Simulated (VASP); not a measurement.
Set up this calculation in VASP 6.6.1, as the native input.

* Task: single point
* Functional: PBE
* Potentials or basis: VASP PAW PBE potentials, release 64 (Ni, O)
* Cutoff: 520 eV
* k mesh: 8 × 8 × 8
* Occupations: gaussian, width 0.1 eV
* Spin: collinear spin, ferromagnetic start
* Starting moments: [2.0, 0.0] μB
* Dipole correction: no
* Further INCAR settings: ALGO = Normal; EDIFF = 1e-06; NBANDS = 19

The structure of NiO lies in POSCAR:

```
NiO
1.0
    0.0000000000      2.0621708800      2.0621708800
    2.0621708800      0.0000000000      2.0621708800
    2.0621708800      2.0621708800      0.0000000000
Ni O
1 1
Direct
    0.0000000000      0.0000000000      0.0000000000
    0.7500000000      0.7500000000      0.7500000000
```

The input as run:

INCAR

```
PREC     = Accurate       # precision mode
ENCUT    = 520            # plane-wave cutoff, eV
EDIFF    = 1E-6           # SCF threshold, eV
ISMEAR   = 0              # smearing method
SIGMA    = 0.1            # smearing width, eV
LREAL    = False          # projectors in reciprocal space
LASPH    = True           # aspherical terms in the spheres
NELM     = 150            # most SCF steps
ALGO     = Normal         # electronic algorithm
ISIF     = 2              # what is computed and relaxed
LWAVE    = False          # write WAVECAR
LCHARG   = False          # write CHGCAR
ISPIN    = 2              # spin polarisation
MAGMOM   = 2 0            # initial moments
LORBIT   = 11             # projections on sites
LMAXMIX  = 4              # l up to which the mixer works
GGA      = PE             # functional
NBANDS   = 19             # bands
```

KPOINTS

```
regular mesh
0
Gamma
  8 8 8
```

Potentials or basis: VASP PAW PBE potentials, release 64 (Ni, O).

Launch:

```bash
$ cat potpaw_PBE.64/Ni/POTCAR potpaw_PBE.64/O/POTCAR > POTCAR
$ mpirun -np 1 vasp_std > vasp.out
```

Results of the run:

```
Pressure                                              : 60.4 GPa
Net moment                                            : 0.99 μB per cell
Site moments                                          : Ni +0.79; O +0.18 μB
Valence electrons inside the program's atomic spheres : Ni 9.75; O 5.10
```

Caveat: a cell with one magnetic atom can't hold antiferromagnetic order, which such compounds often take.

Run time: 55 s on 1 thread of AMD EPYC 7R13, on a shared host, peak memory 0.13 GiB.
